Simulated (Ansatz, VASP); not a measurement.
# HfC: VASP beside Ansatz

The input INCAR:

```
PREC = Accurate
ENCUT = 520
EDIFF = 1E-6
ISMEAR = 0
SIGMA = 0.03
LREAL = F
LASPH = T
NELM = 60
ALGO = Normal
ISIF = 2
LWAVE = F
LCHARG = F
GGA = PE
NBANDS = 14
```

The input KPOINTS:

```
Automatic mesh
0
Gamma
  10 10 10
```

File POSCAR:

```
HfC
1.0
    0.0000000000      2.3250000000      2.3250000000
    2.3250000000      0.0000000000      2.3250000000
    2.3250000000      2.3250000000      0.0000000000
Hf C
1 1
Direct
    0.5000000000      0.5000000000      0.5000000000
    0.0000000000      0.0000000000      0.0000000000
```

File input.yaml:

```yaml
crystal:
  lattice:
    - [0.0, 2.325, 2.325]
    - [2.325, 0.0, 2.325]
    - [2.325, 2.325, 0.0]
  atoms:
    - { symbol: Hf, position: [0.5, 0.5, 0.5] }
    - { symbol: C, position: [0.0, 0.0, 0.0] }
hamiltonian:
  xc: pbe
  pseudopotentials: { kind: paw }
kpoints:
  mp_grid: { grid: [10, 10, 10] }
scf:
  occupations: { method: gaussian, width: 0.03 }
output:
  forces: true
  stress: true
  eigenvalues: true
  write_density: true
  write_potential: true
  elf: true
  volumetric_format: npy
```

Alike in both runs: task single point; functional PBE; k mesh 10 × 10 × 10; occupations gaussian, width 0.03 eV; no spin polarisation.

```csv
,VASP,Ansatz
version,VASP 6.6.1,Ansatz 0.2.0
potentials or method,"VASP PAW PBE potentials, release 64 (Hf_pv, C)",Ansatz PAW
plane-wave cutoff (eV),520,420
valence electrons in the cell,14,30
```

|  | VASP | Ansatz | Ansatz less VASP |
| --- | --- | --- | --- |
| gap on the k mesh at the Fermi level (eV) | none | none | - |
| pressure (GPa) | -0.5 | 0.2 | +0.66 |

A gap of «none» marks a metal or a gap that the smearing closes. VASP's potentials hold 14 valence electrons a cell and Ansatz's 30, so a difference there can come from the potentials and not from the codes.

Neither program's run includes spin-orbit coupling.
